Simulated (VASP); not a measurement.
# Hf: single point with r2SCAN

Crystal: Hf.

```xyz
1
Lattice="0.0000 2.3088 2.3088 2.3088 0.0000 2.3088 2.3088 2.3088 0.0000" Properties=species:S:1:pos:R:3 pbc="T T T"
Hf    0.0000    0.0000    0.0000
```

This cell differs from its parent crystal: strain +0.040 along x and y, +0.040 along z.

| Property | Result |
| --- | --- |
| Program | VASP 6.6.1 |
| Task | single point |
| Functional | r2SCAN |
| Potentials or basis | VASP PAW PBE potentials, release 64 (Hf_pv) |
| Cutoff | 520 eV |
| k mesh | 18 × 18 × 18 |
| Occupations | gaussian, width 0.15 eV |
| Spin | no spin polarisation |

```yaml
Pressure: -8.8 GPa
Band_gap_on_the_k_mesh: zero (bands 5 and 6 overlap by 2.13 eV)
```

Levels at points of the mesh, in eV from the Fermi level:
```tsv
k point	band 3	band 4	band 5	band 6	band 7	band 8
(0.00, 0.00, 0.00)	-31.50	-7.23	1.54	1.54	1.54	4.20
(0.50, 0.00, 0.00)	-31.58	-3.47	0.09	1.39	1.39	6.02
(0.50, 0.50, 0.00)	-31.72	-2.94	-1.84	1.97	6.09	6.52
```

It took 99 s on 1 thread of AMD EPYC 9R45 96-Core Processor (Zen 5), with other jobs on the host, peak memory 0.15 GiB.

Caveat: the cell differs from its parent crystal (strain +0.040 along x and y, +0.040 along z); the cell stands under tension; the PAW data sets were made with another functional, which shifts forces and pressure a little; spin-orbit coupling is left out, which moves the levels of the heavy elements.
